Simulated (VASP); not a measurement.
# MgO (P4_132) in VASP: notebook

The runs below take MgO through single point, with PBE.

Program: VASP 6.6.1. These are calculated values, not measurements. Logs are shortened: lines on timing, memory, paths and dates and some standing lists are left out, and cuts for length are marked.

## Step 1: The cell of the first run

The structure is cubic, space group P4_132 (No. 213). The conventional cell has a = 5.216 Å, b = 5.216 Å, c = 5.216 Å, α = 90.00°, β = 90.00°, γ = 90.00°. Within 2.4 Å of Mg (site symmetry 32) lie 3 O at 1.84 Å. O (site symmetry 32) has 3 Mg at 1.84 Å within 2.4 Å.

The cell was built from a structure type or drawn by symmetry, and may not be a known phase.

## Step 2: Single point, PBE

The input, INCAR:

```
SYSTEM = MgO
PREC = Accurate
ENCUT = 520
EDIFF = 1E-6
ISMEAR = 0
SIGMA = 0.1
LREAL = .FALSE.
LASPH = .TRUE.
NELM = 80
ALGO = Normal
ISIF = 2
LWAVE = .FALSE.
LCHARG = .TRUE.
GGA = PE
LELF = .TRUE.
LVHAR = .TRUE.
NBANDS = 26
```

The input, KPOINTS:

```
regular mesh
0
G
  4 4 4
  0 0 0
```

The input, POSCAR:

```
MgO
1.0
    5.2158006400      0.0000000000      0.0000000000
    0.0000000000      5.2158006400      0.0000000000
    0.0000000000      0.0000000000      5.2158006400
Mg O
4 4
Direct
    0.8750000000      0.8750000000      0.8750000000
    0.6250000000      0.1250000000      0.3750000000
    0.1250000000      0.3750000000      0.6250000000
    0.3750000000      0.6250000000      0.1250000000
    0.3750000000      0.3750000000      0.3750000000
    0.1250000000      0.6250000000      0.8750000000
    0.6250000000      0.8750000000      0.1250000000
    0.8750000000      0.1250000000      0.6250000000
```

Potentials or basis: VASP PAW PBE potentials, release 64 (Mg, O).

The run is started by

```bash
$ cat potpaw_PBE.64/Mg/POTCAR potpaw_PBE.64/O/POTCAR > POTCAR
$ mpirun -np 1 vasp_std > vasp.out
```

OUTCAR:

```text
SYSTEM = MgO
   PREC = Accurate
   ENCUT = 520
   EDIFF = 1E-6
   ISMEAR = 0
   LREAL = .FALSE.
   LASPH = .TRUE.
   NELM = 80
   ISIF = 2
   GGA = PE

 ion  position               nearest neighbor table
   1  0.875  0.875  0.875-   6 1.84   7 1.84   8 1.84   4 3.19   3 3.19   3 3.19   4 3.19   2 3.19
                             2 3.19
   2  0.625  0.125  0.375-   5 1.84   7 1.84   8 1.84   4 3.19   3 3.19   4 3.19   3 3.19   1 3.19
                             1 3.19
   3  0.125  0.375  0.625-   5 1.84   6 1.84   8 1.84   2 3.19   1 3.19   1 3.19   2 3.19   4 3.19
                             4 3.19
   4  0.375  0.625  0.125-   5 1.84   6 1.84   7 1.84   2 3.19   1 3.19   2 3.19   1 3.19   3 3.19
                             3 3.19
   5  0.375  0.375  0.375-   2 1.84   3 1.84   4 1.84
   6  0.125  0.625  0.875-   1 1.84   3 1.84   4 1.84
   7  0.625  0.875  0.125-   1 1.84   2 1.84   4 1.84
   8  0.875  0.125  0.625-   1 1.84   2 1.84   3 1.84

  LATTYP: Found a simple cubic cell.
 ALAT       =     5.2158006400

  Lattice vectors:

 A1 = (   5.2158006400,   0.0000000000,   0.0000000000)
 A2 = (   0.0000000000,   5.2158006400,   0.0000000000)
 A3 = (   0.0000000000,   0.0000000000,   5.2158006400)

Analysis of symmetry for initial positions (statically):
=====================================================================
 Subroutine PRICEL returns:
 Original cell was already a primitive cell.

 Routine SETGRP: Setting up the symmetry group for a
 simple cubic supercell.

 Subroutine GETGRP returns: Found 24 space group operations
 (whereof  3 operations were pure point group operations)
 out of a pool of 48 trial point group operations.

The static configuration has the point symmetry C_3 .
 The point group associated with its full space group is O   .

Analysis of symmetry for dynamics (positions and initial velocities):
=====================================================================
 Subroutine PRICEL returns:
 Original cell was already a primitive cell.

 Routine SETGRP: Setting up the symmetry group for a
 simple cubic supercell.

 Subroutine GETGRP returns: Found 24 space group operations
 (whereof  3 operations were pure point group operations)
 out of a pool of 48 trial point group operations.

The dynamic configuration has the point symmetry C_3 .
 The point group associated with its full space group is O   .

 Subroutine INISYM returns: Found 24 space group operations
 (whereof  3 operations are pure point group operations),
 and found     1 'primitive' translations

----------------------------------------------------------------------------------------

                                     Primitive cell

  volume of cell :     141.8936

  direct lattice vectors                    reciprocal lattice vectors
     5.215800640  0.000000000  0.000000000     0.191725119  0.000000000  0.000000000
     0.000000000  5.215800640  0.000000000     0.000000000  0.191725119  0.000000000
     0.000000000  0.000000000  5.215800640     0.000000000  0.000000000  0.191725119

  length of vectors
     5.215800640  5.215800640  5.215800640     0.191725119  0.191725119  0.191725119

  position of ions in fractional coordinates (direct lattice)
     0.875000000  0.875000000  0.875000000
     0.625000000  0.125000000  0.375000000
     0.125000000  0.375000000  0.625000000
     0.375000000  0.625000000  0.125000000
     0.375000000  0.375000000  0.375000000
     0.125000000  0.625000000  0.875000000
     0.625000000  0.875000000  0.125000000
     0.875000000  0.125000000  0.625000000

  ion indices of the primitive-cell ions
   primitive index   ion index
                 1           1
                 2           2
                 3           3
                 4           4
                 5           5
                 6           6
                 7           7
                 8           8

----------------------------------------------------------------------------------------

 KPOINTS: regular mesh

Automatic generation of k-mesh.
 Grid dimensions read from file:
 generate k-points for:    4    4    4

 Generating k-lattice:

  Cartesian coordinates                     Fractional coordinates (reciprocal lattice)
     0.047931280  0.000000000  0.000000000     0.250000000  0.000000000  0.000000000
     0.000000000  0.047931280  0.000000000     0.000000000  0.250000000  0.000000000
     0.000000000  0.000000000  0.047931280     0.000000000  0.000000000  0.250000000

  Length of vectors
     0.047931280  0.047931280  0.047931280

  Shift w.r.t. Gamma in fractional coordinates (k-lattice)
     0.000000000  0.000000000  0.000000000

 Subroutine IBZKPT returns following result:
 ===========================================

 Found     10 irreducible k-points:

 Following reciprocal coordinates:
            Coordinates               Weight
  0.000000  0.000000  0.000000      1.000000
  0.250000  0.000000  0.000000      6.000000
  0.500000  0.000000  0.000000      3.000000
  0.250000  0.250000  0.000000     12.000000
  0.500000  0.250000  0.000000     12.000000
  0.500000  0.500000  0.000000      3.000000
  0.250000  0.250000  0.250000      8.000000
  0.500000  0.250000  0.250000     12.000000
  0.500000  0.500000  0.250000      6.000000
  0.500000  0.500000  0.500000      1.000000
   k-points           NKPTS =     10   k-points in BZ     NKDIM =     10   number of bands    NBANDS=     26
   number of dos      NEDOS =    301   number of ions     NIONS =      8
   total plane-waves  NPLWV =  64000
   dimension x,y,z NGX =    40 NGY =   40 NGZ =   40
   dimension x,y,z NGXF=    80 NGYF=   80 NGZF=   80
   ions per type =               4   4
   NGX,Y,Z   is equivalent  to a cutoff of  12.75, 12.75, 12.75 a.u.
   NGXF,Y,Z  is equivalent  to a cutoff of  25.50, 25.50, 25.50 a.u.
 SYSTEM =  MgO
   PREC   = accura    normal or accurate (medium, high low for compatibility)
   ISTART =      0    job   : 0-new  1-cont  2-samecut
   ICHARG =      2    charge: 1-file 2-atom 10-const
   ISPIN  =      1    spin polarized calculation?
   LNONCOLLINEAR =      F non collinear calculations
   LSORBIT =      F    spin-orbit coupling
   LASPH  =      T    aspherical Exc in radial PAW
   ENCUT  =  520.0 eV  38.22 Ry    6.18 a.u.   9.70  9.70  9.70*2*pi/ulx,y,z
   NELM   =     80;   NELMIN=  2; NELMDL= -5     # of ELM steps
   EDIFF  = 0.1E-05   stopping-criterion for ELM
   LREAL  =      F    real-space projection
   EDIFFG = 0.1E-04   stopping-criterion for IOM
   NSW    =      0    number of steps for IOM
   IBRION =     -1    ionic relax: 0-MD 1-quasi-New 2-CG
   NFREE  =      0    steps in history (QN), initial steepest desc. (CG)
   ISIF   =      2    stress and relaxation
   ISYM   =      2    0-nonsym 1-usesym 2-fastsym
   POTIM  = 0.5000    time-step for ionic-motion
   TEBEG  =    0.0;   TEEND  =   0.0 temperature during run
   PSTRESS=    0.0 pullay stress
   NELECT =      32.0000    total number of electrons
   NUPDOWN=      -1.0000    fix difference up-down
   EMIN   =  10.00;   EMAX   =-10.00  energy-range for DOS
   EFERMI =   0.00;   METHOD = LEGACY
   ISMEAR =     0;   SIGMA  =   0.10  broadening in eV -4-tet -1-fermi 0-gaus
   EFERMI_NEDOS =   21; number of points for ismear=-14 and -15
   IALGO  =     38    algorithm
   IMIX   =      4    mixing-type and parameters
     AMIX     =   0.40;   BMIX     =  1.00
     AMIX_MAG =   1.60;   BMIX_MAG =  1.00
  volume/ion in A,a.u.               =      17.74       119.69
  Fermi-wavevector in a.u.,A,eV,Ry     =   0.996484  1.883082 13.510329  0.992981
  Thomas-Fermi vector in A             =   2.128576
   LORBIT       =      0    0 simple, 1 ext, 2 COOP (PROOUT), +10 PAW based schemes
   GGA     = PE    functional components
   LHFCALC =     F    Hartree Fock is set to
   AEXX    =    0.0000 exact exchange contribution
   IVDW    =     0    specifies the selected vdW correction
   LEPSILON=     F    determine dielectric tensor
   LRPA    =     F    only Hartree local field effects (RPA)
 non-spin polarized calculation
 Gauss-broadening in eV      SIGMA  =   0.10
  energy-cutoff  :      520.00
  volume of cell :      141.89
 maximum number of plane-waves:      3887
 NGX is ok and might be reduce to    40
   NGX = 19   NGY = 19   NGZ = 19

 number of electron      32.0000008 magnetization

 Free energy of the ion-electron system (eV)
  ---------------------------------------------------
  ext. energy  EPLUGINS =         0.00000000
  ---------------------------------------------------
  free energy    TOTEN  =       -43.14734134 eV

  energy without entropy =      -43.14734134  energy(sigma->0) =      -43.14734134

 E-fermi :  -0.0549     XC(G=0):  -7.5948

 val. band max:       -0.5241300168   @ k =   0.0000   0.0000   0.0000
 cond. band min:       1.3676817145   @ k =   0.0000   0.0000   0.0000
 fundamental gap:      1.8918117314
 Fermi energy:        -0.0548805056

 k-point     1 :       0.0000    0.0000    0.0000
  band No.  band energies     occupation
      1     -16.7827      2.00000
      2     -16.2866      2.00000
      3     -16.2866      2.00000
      4     -16.2866      2.00000
      5      -3.1313      2.00000
      6      -3.1313      2.00000
[... 18 lines left out ...]
     25      10.8044      0.00000
     26      10.8135      0.00000

 k-point     2 :       0.2500    0.0000    0.0000
  band No.  band energies     occupation
      1     -16.7270      2.00000
      2     -16.4170      2.00000
      3     -16.2691      2.00000
      4     -16.2283      2.00000
      5      -3.3283      2.00000
      6      -3.2331      2.00000
[... 18 lines left out ...]
     25       9.8358      0.00000
[... 202 lines left out ...]
     25      10.6535      0.00000
     26      10.6535      0.00000

 k-point    10 :       0.5000    0.5000    0.5000
  band No.  band energies     occupation
      1     -16.4094      2.00000
      2     -16.4094      2.00000
      3     -16.4094      2.00000
      4     -16.4094      2.00000
      5      -3.4222      2.00000
      6      -3.4222      2.00000
[... 18 lines left out ...]
     25      11.8228      0.00000
     26      11.8417      0.00000

------------------------ aborting loop because EDIFF is reached ----------------------------------------

  FORCE on cell =-STRESS in cart. coord.  units (eV):
  Direction    XX          YY          ZZ          XY          YZ          ZX
  --------------------------------------------------------------------------------------
  -------------------------------------------------------------------------------------
  Total        7.2759453      7.2759453      7.2759453      0.0000000     -0.0000000      0.0000000
  in kB       82.1555781     82.1555781     82.1555781      0.0000000     -0.0000000      0.0000000
  external PRESSURE =      82.1555781 kB  Pullay stress =       0.0000000 kB

 VOLUME and BASIS-vectors are now :
 -----------------------------------------------------------------------------
  energy-cutoff  :      520.00
  volume of cell :      141.89
      direct lattice vectors                 reciprocal lattice vectors
     5.215800640  0.000000000  0.000000000     0.191725119  0.000000000  0.000000000
     0.000000000  5.215800640  0.000000000     0.000000000  0.191725119  0.000000000
     0.000000000  0.000000000  5.215800640     0.000000000  0.000000000  0.191725119

 POSITION                                       TOTAL-FORCE (eV/Angst)
 -----------------------------------------------------------------------------------
      4.56383      4.56383      4.56383        -0.000000     -0.000000     -0.000000
      3.25988      0.65198      1.95593         0.000000      0.000000     -0.000000
      0.65198      1.95593      3.25988         0.000000     -0.000000     -0.000000
      1.95593      3.25988      0.65198        -0.000000     -0.000000     -0.000000
      1.95593      1.95593      1.95593        -0.000000     -0.000000     -0.000000
      0.65198      3.25988      4.56383        -0.000000     -0.000000     -0.000000
      3.25988      4.56383      0.65198        -0.000000     -0.000000      0.000000
      4.56383      0.65198      3.25988        -0.000000     -0.000000     -0.000000
 -----------------------------------------------------------------------------------
    total drift:                               -0.000000      0.000000      0.000000

  FREE ENERGIE OF THE ION-ELECTRON SYSTEM (eV)
  ---------------------------------------------------
  free  energy   TOTEN  =       -43.1473413374 eV

  energy  without entropy=      -43.1473413374  energy(sigma->0) =      -43.14734134
```

Wall time 66 s (1 thread of Intel Xeon 8259CL, shared host); peak memory 0.23 GiB.

Results:

- Free energy: -43.1473 eV
- Pressure: 8.2 GPa
- Band gap on the k mesh: 1.89 eV

Caveat: the cell stands under pressure.

## Step 3: Single point, PBE

This run uses another cell than the first one, of 19.60 Å³/atom.

The input, INCAR:

```
SYSTEM = MgO
  PREC = Accurate
  ENCUT = 520
  EDIFF = 1E-6
  ISMEAR = 0
  SIGMA = 0.1
  LREAL = .False.
  LASPH = .True.
  NELM = 60
  ALGO = Normal
  ISIF = 2
  LWAVE = .False.
  LCHARG = .False.
  GGA = PE
  NBANDS = 26
```

The input, KPOINTS:

```
regular mesh
0
Gamma
  4 4 4
  0 0 0
```

POSCAR, as its differences from that of step 2:

```diff
@@ -2,5 +2,5 @@
 1.0
-    5.2158006400      0.0000000000      0.0000000000
-    0.0000000000      5.2158006400      0.0000000000
-    0.0000000000      0.0000000000      5.2158006400
+    5.3920322986      0.0000000000      0.0000000000
+    0.0000000000      5.3920322986      0.0000000000
+    0.0000000000      0.0000000000      5.3920322986
 Mg O
```

Potentials or basis: VASP PAW PBE potentials, release 64 (Mg, O).

The run is started by

```bash
$ cat potpaw_PBE.64/Mg/POTCAR potpaw_PBE.64/O/POTCAR > POTCAR
$ mpirun -np 1 vasp_std > vasp.out
```

OUTCAR:

```text
SYSTEM = MgO
   PREC = Accurate
   ENCUT = 520
   EDIFF = 1E-6
   ISMEAR = 0
   LREAL = .False.
   LASPH = .True.
   NELM = 60
   ISIF = 2
   GGA = PE

 ion  position               nearest neighbor table
   1  0.875  0.875  0.875-   6 1.91   7 1.91   8 1.91   4 3.30   3 3.30   3 3.30   4 3.30   2 3.30
                             2 3.30
   2  0.625  0.125  0.375-   5 1.91   7 1.91   8 1.91   4 3.30   3 3.30   4 3.30   3 3.30   1 3.30
                             1 3.30
   3  0.125  0.375  0.625-   5 1.91   6 1.91   8 1.91   2 3.30   1 3.30   1 3.30   2 3.30   4 3.30
                             4 3.30
[... 493 lines left out ...]
  in kB       -0.9472190     -0.9472190     -0.9472190     -0.0000000     -0.0000000     -0.0000000
  external PRESSURE =      -0.9472190 kB  Pullay stress =       0.0000000 kB

 VOLUME and BASIS-vectors are now :
 -----------------------------------------------------------------------------
  energy-cutoff  :      520.00
  volume of cell :      156.77
      direct lattice vectors                 reciprocal lattice vectors
     5.392032299  0.000000000  0.000000000     0.185458830  0.000000000  0.000000000
     0.000000000  5.392032299  0.000000000     0.000000000  0.185458830  0.000000000
     0.000000000  0.000000000  5.392032299     0.000000000  0.000000000  0.185458830

 POSITION                                       TOTAL-FORCE (eV/Angst)
 -----------------------------------------------------------------------------------
      4.71803      4.71803      4.71803        -0.000000      0.000000      0.000000
      3.37002      0.67400      2.02201         0.000000      0.000000      0.000000
      0.67400      2.02201      3.37002        -0.000000      0.000000      0.000000
      2.02201      3.37002      0.67400         0.000000      0.000000      0.000000
      2.02201      2.02201      2.02201        -0.000000      0.000000      0.000000
      0.67400      3.37002      4.71803        -0.000000     -0.000000      0.000000
      3.37002      4.71803      0.67400        -0.000000      0.000000      0.000000
      4.71803      0.67400      3.37002        -0.000000      0.000000      0.000000
 -----------------------------------------------------------------------------------
    total drift:                                0.000000      0.000000      0.000000

  FREE ENERGIE OF THE ION-ELECTRON SYSTEM (eV)
  ---------------------------------------------------
  free  energy   TOTEN  =       -43.5025380126 eV

  energy  without entropy=      -43.5025380126  energy(sigma->0) =      -43.50253801
```

Wall time 67 s (1 thread of Intel Xeon 8259CL, shared host); peak memory 0.24 GiB.

Results:

```yaml
Free_energy: -43.5025 eV
Pressure: -0.1 GPa
Band_gap_on_the_k_mesh: 1.74 eV
```

## Step 4: Single point, PBE

This run uses another cell than the first one, of 19.60 Å³/atom.

The input, INCAR:

```
SYSTEM = MgO
ALGO = Normal ; EDIFF = 1E-6
ENCUT = 520 ; GGA = PE
ISIF = 2 ; ISMEAR = 0
LASPH = .TRUE. ; LCHARG = .FALSE.
LREAL = .FALSE. ; LWAVE = .FALSE.
NBANDS = 26 ; NELM = 100
PREC = Accurate ; SIGMA = 0.02
```

The input, KPOINTS:

```
k-points
0
G
  6 6 6
  0 0 0
```

POSCAR, as its differences from that of step 3:

```diff
@@ -2,5 +2,5 @@
 1.0
-    5.3920322986      0.0000000000      0.0000000000
-    0.0000000000      5.3920322986      0.0000000000
-    0.0000000000      0.0000000000      5.3920322986
+    5.3926241787      0.0000000000      0.0000000000
+    0.0000000000      5.3926241787      0.0000000000
+    0.0000000000      0.0000000000      5.3926241787
 Mg O
```

The run is started by

```bash
$ cat potpaw_PBE.64/Mg/POTCAR potpaw_PBE.64/O/POTCAR > POTCAR
$ mpirun -np 1 vasp_std > vasp.out
```

It took 2 min on 1 thread of Intel Xeon 8259CL, shared host; peak memory 0.27 GiB.

The run converged. Its results:

- Free energy: -43.5026 eV
- Pressure: -0.1 GPa
- Band gap on the k mesh: 1.74 eV

Levels at points of the mesh, in eV from the valence-band top:
```csv
k point,band 12,band 13,band 14,band 15,band 16,band 17,band 18,band 19,band 20,band 21
"(0.00, 0.00, 0.00)",-1.68,-0.94,-0.94,-0.94,0.00,1.74,5.73,5.73,5.73,7.67
"(0.50, 0.00, 0.00)",-1.49,-1.06,-1.06,-0.44,-0.44,3.70,3.70,5.94,5.94,7.64
"(0.50, 0.50, 0.00)",-1.63,-0.96,-0.96,-0.38,-0.38,4.78,4.78,4.91,4.91,8.43
"(0.50, 0.50, 0.50)",-1.38,-0.80,-0.80,-0.80,-0.80,5.55,5.55,5.55,5.55,6.94
```

## Step 5: Summary

```tsv
cell	k mesh	smearing	gap on the mesh (eV)	pressure (GPa)
a = 5.216 Å, 8 atoms	4 × 4 × 4	gaussian 0.1 eV	1.89	8.2
a = 5.392 Å, 8 atoms	4 × 4 × 4	gaussian 0.1 eV	1.74	-0.1
a = 5.393 Å, 8 atoms	6 × 6 × 6	gaussian 0.02 eV	1.74	-0.1
```

Alike in all rows: task single point; level PBE; potentials or basis VASP PAW PBE potentials, release 64 (Mg, O); no spin polarisation; cutoff (eV) 520.

Caveats: the cell stands under pressure (at least some runs).

Absolute energies hang on the potentials; compare differences alone.
